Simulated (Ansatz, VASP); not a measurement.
Two plane-wave programs on MgS

File INCAR:

```
PREC     = Accurate       # precision mode
ENCUT    = 600            # plane-wave cutoff, eV
EDIFF    = 1E-6           # SCF threshold, eV
ISMEAR   = 0              # smearing method
SIGMA    = 0.02           # smearing width, eV
LREAL    = False          # projectors in reciprocal space
LASPH    = True           # aspherical terms in the spheres
NELM     = 120            # most SCF steps
ALGO     = Normal         # electronic algorithm
ISIF     = 2              # what is computed and relaxed
LWAVE    = False          # write WAVECAR
LCHARG   = True           # write CHGCAR
GGA      = PS             # functional
LELF     = True           # ELF
LVHAR    = True         
NBANDS   = 11             # bands
GGA_COMPAT= False
```

The input KPOINTS:

```
Automatic mesh
0
Gamma
  8 8 8
```

The input POSCAR:

```
MgS
1.0
    0.0000000000      2.8257734839      2.8257734839
    2.8257734839      0.0000000000      2.8257734839
    2.8257734839      2.8257734839      0.0000000000
Mg S
1 1
Direct
    0.0000000000      0.0000000000      0.0000000000
    0.2500000000      0.2500000000      0.2500000000
```

Input for Ansatz:

```yaml
crystal:
  lattice:
    - [0.0, 2.8257734866, 2.8257734866]
    - [2.8257734866, 0.0, 2.8257734866]
    - [2.8257734866, 2.8257734866, 0.0]
  atoms:
    - { symbol: Mg, position: [0.0, 0.0, 0.0] }
    - { symbol: S, position: [0.25, 0.25, 0.25] }
basis:
  ecutwfc: 420
kpoints:
  mp_grid: { grid: [8, 8, 8] }
  band_path:
    path:
      - [[0.0, 0.0, 0.0], [-0.5, -0.5, 0.0], [-0.375, -0.375, 0.25]]
      - [[-0.375, 0.0, 0.375], [0.0, 0.0, 0.0], [0.0, 0.0, 0.5], [-0.5, -0.25, 0.25], [-0.5, -0.5, 0.0]]
    npoints: 10
hamiltonian:
  xc: pbesol
  pseudopotentials: { kind: paw, azcp: { folder: soft_1 } }
scf:
  occupations: { method: gaussian, width: 0.02 }
  n_extra_bands: 7
output:
  forces: true
  stress: true
  eigenvalues: true
```

Alike in both runs: task single point; functional PBEsol; k mesh 8 × 8 × 8; occupations gaussian, width 0.02 eV; no spin polarisation.

|  | VASP | Ansatz |
| --- | --- | --- |
| version | VASP 6.6.1 | Ansatz 0.2.0 |
| potentials or method | VASP PAW PBE potentials, release 64 (Mg, S), cutoff 600 eV | scalar-relativistic, plane waves, PAW |
| valence electrons in the cell | 8 | 16 |

Ansatz gave:

- gap on the k mesh at the Fermi level (eV): 3.32
- least direct gap on the mesh (eV): 3.32
- pressure (GPa): 0.0

Which values does VASP return?

gap on the k mesh at the Fermi level (eV): 3.32; least direct gap on the mesh (eV): 3.32; pressure (GPa): -0.1.

VASP's potentials were made for PBE, not for PBEsol, and Ansatz warns of the same on its side. With one functional, cell and mesh, what is left measures potentials, basis and numerics. VASP's potentials hold 8 valence electrons a cell and Ansatz's 16, so a difference there can come from the potentials and not from the codes.
